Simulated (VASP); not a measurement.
## Li3Au: single point with PBE

Li3Au, a sheet with vacuum:

```xyz
4
Lattice="3.8297 0.0000 0.0000 0.0000 3.8297 0.0000 0.0000 0.0000 26.9510" Properties=species:S:1:pos:R:3 pbc="T T T"
Li    0.0000    1.9149    9.0361
Li    1.9149    0.0000    9.0361
Li    1.9149    1.9149    6.6592
Au    0.0000    0.0000    7.2686
```

```
Program                : VASP 6.6.1
Task                   : single point
Functional             : PBE
Potentials or basis    : VASP PAW PBE potentials, release 64 (Li_sv, Au)
Cutoff                 : 520 eV
k mesh                 : 12 × 12 × 1
Occupations            : gaussian, width 0.1 eV
Spin                   : no spin polarisation
Dipole correction      : yes
Further INCAR settings : ALGO = Normal; EDIFF = 1e-07; NBANDS = 18
```

```yaml
Largest_force: 0.078 eV/Å
Band_gap_on_the_k_mesh: zero (band 10 reaches -1.89 eV, above the bottom of band 11 at -2.17 eV)
```

Forces in eV/Å, atoms in the order of the input:
```
Li   0.000  0.000 -0.068
Li   0.000  0.000 -0.068
Li   0.000  0.000  0.058
Au   0.000  0.000  0.078
```

Levels at points of the mesh, in eV from the Fermi level:
| k point | band 8 | band 9 | band 10 | band 11 | band 12 | band 13 |
| --- | --- | --- | --- | --- | --- | --- |
| (0.00, 0.00, 0.00) | -4.15 | -3.91 | -1.40 | 0.49 | 2.85 | 3.22 |
| (0.50, 0.00, 0.00) | -4.09 | -3.13 | -1.50 | 0.43 | 1.21 | 2.98 |
| (0.50, 0.50, 0.00) | -3.60 | -2.06 | 0.00 | 0.00 | 0.55 | 1.81 |

Wall time 4.9 min on 1 thread of Intel Xeon 6975P-C, on a shared host, peak memory 0.5 GiB.

Caveat: spin-orbit coupling is left out, which moves the levels of the heavy elements.
